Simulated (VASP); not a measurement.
The system is SnSe.

```
Sn Se
1.0
     0.00000    2.92936    2.92936
     2.92936    0.00000    2.92936
     2.92936    2.92936    0.00000
Sn Se
1 1
Direct
  0.00000 0.00000 0.00000
  0.25000 0.25000 0.25000
```

* Program: VASP 6.6.1
* Task: relaxation of cell and atoms
* Functional: PBE
* Potentials or basis: VASP PAW PBE potentials, release 64 (Sn_d, Se)
* Cutoff: 600 eV
* k mesh: 8 × 8 × 8
* Occupations: fermi-dirac, width 0.02 eV
* Spin: no spin polarisation

At the start: pressure 28.7 GPa; volume 25.14 Å³/atom.

Problem. Where does the relaxation end?

Solution. Over 5 steps the energy falls by 891.4 meV/atom and the volume is 38.96 Å³/atom (+55.0 %); space group F-43m (No. 216, to 0.05 Å).

Step by step:
```tsv
step	energy change (eV)	largest force (eV/Å)	pressure (GPa)	volume (Å³)
1	0.0000	0.0000	28.70	50.27
2	-1.6265	0.0000	-3.49	90.67
3	-1.7819	0.0000	0.33	77.05
4	-1.7828	0.0000	-0.04	78.01
5	-1.7828	0.0000	0.02	77.92
```

Final structure:
```
Sn Se
1.0
     0.00000    3.38998    3.38998
     3.38998    0.00000    3.38998
     3.38998    3.38998    0.00000
Sn Se
1 1
Direct
  0.00000 0.00000 0.00000
  0.25000 0.25000 0.25000
```

Caveat: the volume moved by over 15 % at a fixed basis, so the end points are rough.
